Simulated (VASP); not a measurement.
# TmH (Pm-3m) in VASP: a series of runs, part 2 of 2

VASP 6.6.1. Earlier steps stand in the parts before.

## (4) Relaxation of cell and atoms, PBE

This run uses another cell than the first one, of 17.95 Å³/atom.

The input, INCAR:

```
SYSTEM = TmH
PREC = Accurate
ENCUT = 500
EDIFF = 1E-7
ISMEAR = 0
SIGMA = 0.1
LREAL = .FALSE.
LASPH = .TRUE.
NELM = 200
ALGO = Normal
ISIF = 3
LWAVE = .FALSE.
LCHARG = .FALSE.
GGA = PE
IBRION = 2
NSW = 90
EDIFFG = -0.04
GGA_COMPAT = .FALSE.
NELMIN = 4
LMAXMIX = 6
```

The input, KPOINTS:

```
regular mesh
0
G
  6 6 6
  0 0 0
```

The input, POSCAR:

```
TmH
1.0
    3.2988667600      0.0000000000      0.0000000000
    0.0000000000      3.2988667600      0.0000000000
    0.0000000000      0.0000000000      3.2988667600
Tm H
1 1
Direct
    0.5000000000      0.5000000000      0.5000000000
    0.0000000000      0.0000000000      0.0000000000
```

Started as:

```console
> cat potpaw_PBE.64/Tm_3/POTCAR potpaw_PBE.64/H/POTCAR > POTCAR
> mpirun -np 1 vasp_std > vasp.out
```

It took 9.3 s on 1 thread of AMD EPYC 9R45 (Zen 5), shared host; peak memory 0.12 GiB.

The run converged. Its results:

| Quantity | Value |
| --- | --- |
| Free energy | -7.2939 eV |
| Relaxed volume | 15.63 Å³/atom |
| Relaxed cell | a = 3.150 Å, b = 3.150 Å, c = 3.150 Å, α = 90.00°, β = 90.00°, γ = 90.00° |
| Space group after relaxing (to 0.1 Å) | Pm-3m (No. 221) |
| Energy gained by relaxing | 46.1 meV/atom |
| Ionic steps | 3 |
| Pressure after relaxing | -0.3 GPa |
| Band gap on the k mesh | zero (bands 5 and 6 overlap by 2.14 eV) |

Step by step:
| step | energy change (eV) | largest force (eV/Å) | pressure (GPa) | volume (Å³) |
| --- | --- | --- | --- | --- |
| 1 | 0.0000 | 0.0000 | -5.67 | 35.90 |
| 2 | -0.0807 | 0.0000 | -2.21 | 32.70 |
| 3 | -0.0921 | 0.0000 | -0.30 | 31.27 |

Final structure:
```yaml
crystal:
  lattice:
    - [3.15035, 0.00000, 0.00000]
    - [0.00000, 3.15035, 0.00000]
    - [0.00000, 0.00000, 3.15035]
  atoms:
    - { symbol: Tm, position: [0.50000, 0.50000, 0.50000] }
    - { symbol: H, position: [0.00000, 0.00000, 0.00000] }
```

Levels at points of the mesh, in eV from the Fermi level:
```
           k point  band 1  band 2  band 3  band 4  band 5  band 6  band 7  band 8  band 9
(0.00, 0.00, 0.00)  -25.21  -25.21  -25.21   -7.81   -0.64   -0.64    5.46    6.37    6.37
(0.50, 0.00, 0.00)  -26.00  -25.14  -25.14   -4.50   -2.86    0.25    3.02    3.02    6.74
(0.50, 0.50, 0.00)  -25.88  -25.88  -25.07   -5.13   -0.11    3.08    3.08    3.90    3.90
(0.50, 0.50, 0.50)  -25.78  -25.78  -25.78   -2.34   -1.06   -1.06   -1.06    8.47    8.47
```

Caveat: spin-orbit coupling is left out, which moves the levels of the heavy elements; the 4f electrons are frozen in the core, so they carry no moment and show no levels.

## (5) Single point, PBE

This run uses another cell than the first one, of 15.21 Å³/atom.

The input, INCAR:

```
SYSTEM = TmH
PREC     = Accurate       ! precision mode
ENCUT    = 500            ! plane-wave cutoff, eV
EDIFF    = 1E-6           ! SCF threshold, eV
ISMEAR   = 0              ! smearing method
SIGMA    = 0.1            ! smearing width, eV
LREAL    = .FALSE.        ! projectors in reciprocal space
LASPH    = .TRUE.         ! aspherical terms in the spheres
NELM     = 200            ! most SCF steps
ALGO     = Normal         ! electronic algorithm
ISIF     = 2              ! what is computed and relaxed
LWAVE    = .FALSE.        ! write WAVECAR
LCHARG   = .FALSE.        ! write CHGCAR
GGA      = PE             ! functional
NBANDS   = 12             ! bands
GGA_COMPAT= .FALSE.      
LMAXMIX  = 6              ! l up to which the mixer works
```

The input, KPOINTS:

```
Automatic mesh
0
G
  18 18 18
  0 0 0
```

The input, POSCAR:

```
TmH
1.0
    3.1217958043      0.0000000000      0.0000000000
    0.0000000000      3.1217958043      0.0000000000
    0.0000000000      0.0000000000      3.1217958043
Tm H
1 1
Direct
    0.5000000000      0.5000000000      0.5000000000
    0.0000000000      0.0000000000      0.0000000000
```

Started as:

```console
> cat potpaw_PBE.64/Tm_3/POTCAR potpaw_PBE.64/H/POTCAR > POTCAR
> mpirun -np 1 vasp_std > vasp.out
```

It took 28 s on 1 thread of AMD EPYC 9R45 (Zen 5), shared host; peak memory 0.17 GiB.

The run converged. Its results:

| Item | Value |
| --- | --- |
| Free energy | -7.3020 eV |
| Pressure | 0.2 GPa |
| Band gap on the k mesh | zero (bands 5 and 6 overlap by 2.28 eV) |

Levels at points of the mesh, in eV from the Fermi level:
```
           k point  band 1  band 2  band 3  band 4  band 5  band 6  band 7  band 8  band 9  band 10
(0.00, 0.00, 0.00)  -25.15  -25.15  -25.15   -8.02   -0.74   -0.74    5.59    6.51    6.51     6.51
(0.50, 0.00, 0.00)  -26.01  -25.07  -25.07   -4.65   -2.94    0.18    3.02    3.02    6.90     9.01
(0.50, 0.50, 0.00)  -25.88  -25.88  -25.00   -5.35   -0.14    3.13    3.13    3.93    3.93     4.90
(0.50, 0.50, 0.50)  -25.77  -25.77  -25.77   -2.49   -1.20   -1.20   -1.20    8.71    8.71     8.71
```

Caveat: spin-orbit coupling is left out, which moves the levels of the heavy elements; the 4f electrons are frozen in the core, so they carry no moment and show no levels. Spin polarisation is off, so any magnetic state and its effect on volume and gap are missing.

## (6) Relaxation of cell and atoms, PBE

The input, INCAR:

```
PREC = Accurate
ENCUT = 500
EDIFF = 1E-7
ISMEAR = 0
SIGMA = 0.1
LREAL = F
LASPH = T
NELM = 200
ALGO = Normal
ISIF = 3
LWAVE = F
LCHARG = F
GGA = PE
IBRION = 2
NSW = 100
EDIFFG = -0.01
GGA_COMPAT = F
NELMIN = 4
LMAXMIX = 6
```

The input, KPOINTS:

```
regular mesh
0
Gamma
  18 18 18
```

The input, POSCAR:

```
TmH
1.0
    3.1357653958      0.0000000000      0.0000000000
    0.0000000000      3.1357653958      0.0000000000
    0.0000000000      0.0000000000      3.1357653958
Tm H
1 1
Direct
    0.5000000000      0.5000000000      0.5000000000
    0.0000000000      0.0000000000      0.0000000000
```

Potentials or basis: VASP PAW PBE potentials, release 64 (Tm_3, H), 4f in core.

Started as:

```console
> cat potpaw_PBE.64/Tm_3/POTCAR potpaw_PBE.64/H/POTCAR > POTCAR
> mpirun -np 1 vasp_std > vasp.out
```

OUTCAR:

```text
PREC = Accurate
   ENCUT = 500
   EDIFF = 1E-7
   ISMEAR = 0
   LREAL = F
   LASPH = T
   NELM = 200
   ISIF = 3
   GGA = PE
   IBRION = 2
   NSW = 100
   EDIFFG = -0.01
   NELMIN = 4

 ion  position               nearest neighbor table
   1  0.500  0.500  0.500-
   2  0.000  0.000  0.000-

  LATTYP: Found a simple cubic cell.
 ALAT       =     3.1357653958

  Lattice vectors:

 A1 = (   3.1357653958,   0.0000000000,   0.0000000000)
 A2 = (   0.0000000000,   3.1357653958,   0.0000000000)
 A3 = (   0.0000000000,   0.0000000000,   3.1357653958)

Analysis of symmetry for initial positions (statically):
=====================================================================
 Subroutine PRICEL returns:
[... 259 lines left out ...]
 fundamental gap:      0.0080598491
 Fermi energy:         3.4922066560

 k-point     1 :       0.0000    0.0000    0.0000
  band No.  band energies     occupation
      1     -21.6688      2.00000
      2     -21.6688      2.00000
      3     -21.6688      2.00000
      4      -4.5115      2.00000
      5       2.7575      2.00000
      6       2.7575      2.00000
      7       9.0546      0.00000
      8       9.9810      0.00000
      9       9.9810      0.00000
[... 265 lines left out ...]
 k-point    24 :       0.3333    0.1111    0.0000
  band No.  band energies     occupation
      1     -22.3075      2.00000
      2     -21.7120      2.00000
      3     -21.6021      2.00000
      4      -2.4042      2.00000
      5       2.2917      2.00000
      6       3.6529      0.02303
      7       6.6631      0.00000
      8       7.1661      0.00000
      9       9.1245      0.00000

 [... further k-points ...]

------------------------ aborting loop because EDIFF is reached ----------------------------------------

  FORCE on cell =-STRESS in cart. coord.  units (eV):
  Direction    XX          YY          ZZ          XY          YZ          ZX
  --------------------------------------------------------------------------------------
  -------------------------------------------------------------------------------------
  Total        0.0019884      0.0019884      0.0019884      0.0000000      0.0000000     -0.0000000
  in kB        0.1044221      0.1044221      0.1044221      0.0000000      0.0000000     -0.0000000
  external PRESSURE =       0.1044221 kB  Pullay stress =       0.0000000 kB
[... 17 lines left out ...]
  FREE ENERGIE OF THE ION-ELECTRON SYSTEM (eV)
  ---------------------------------------------------
  free  energy   TOTEN  =        -7.3022642674 eV

  energy  without entropy=       -7.2934977949  energy(sigma->0) =       -7.29788103

 reached required accuracy - stopping structural energy minimisation
```

Run time: 49 s. Hardware: 1 thread of AMD EPYC 9R45 (Zen 5), shared host; peak memory 0.18 GiB.

Results:

* Free energy: -7.3023 eV
* Relaxed volume: 15.25 Å³/atom
* Relaxed cell: a = 3.125 Å, b = 3.125 Å, c = 3.125 Å, α = 90.00°, β = 90.00°, γ = 90.00°
* Space group after relaxing (to 0.1 Å): Pm-3m (No. 221)
* Energy gained by relaxing: 0.3 meV/atom
* Ionic steps: 3
* Pressure after relaxing: 0.0 GPa
* Band gap on the k mesh: zero (bands 5 and 6 overlap by 2.27 eV)

The path:
```tsv
step	energy change (eV)	largest force (eV/Å)	pressure (GPa)	volume (Å³)
1	0.0000	0.0000	-0.53	30.83
2	-0.0005	0.0000	-0.15	30.61
3	-0.0005	0.0000	0.01	30.51
```

Final structure:
```
Tm H
1.0
     3.12469    0.00000    0.00000
     0.00000    3.12469    0.00000
     0.00000    0.00000    3.12469
Tm H
1 1
Direct
  0.50000 0.50000 0.50000
  0.00000 0.00000 0.00000
```

Caveat: spin-orbit coupling is left out, which moves the levels of the heavy elements; the 4f electrons are frozen in the core, so they carry no moment and show no levels. Spin polarisation is off, so any magnetic state and its effect on volume and gap are missing.

## (7) The runs side by side

| task | cell | k mesh | gap on the mesh (eV) | pressure (GPa) | relaxed volume (Å³/atom) |
| --- | --- | --- | --- | --- | --- |
| single point | a = 3.136 Å, 2 atoms | 6 × 6 × 6 | none | 0.3 | - |
| single point | a = 3.299 Å, 2 atoms | 6 × 6 × 6 | none | -5.7 | - |
| relaxation of cell and atoms | relaxed from a = 3.299 Å, 2 atoms | 6 × 6 × 6 | none | -0.3 | 15.63 |
| single point | a = 3.122 Å, 2 atoms | 18 × 18 × 18 | none | 0.2 | - |
| relaxation of cell and atoms | relaxed from a = 3.136 Å, 2 atoms | 18 × 18 × 18 | none | 0.0 | 15.25 |

Alike in all rows: level PBE; potentials or basis VASP PAW PBE potentials, release 64 (Tm_3, H), 4f in core; no spin polarisation; cutoff (eV) 500; smearing gaussian 0.1 eV.

Caveats: spin-orbit coupling is left out, which moves the levels of the heavy elements; the 4f electrons are frozen in the core, so they carry no moment and show no levels; the cell stands under tension (at least some runs).

Total energies depend on the potentials used, so only differences within one code and one set of settings carry meaning.
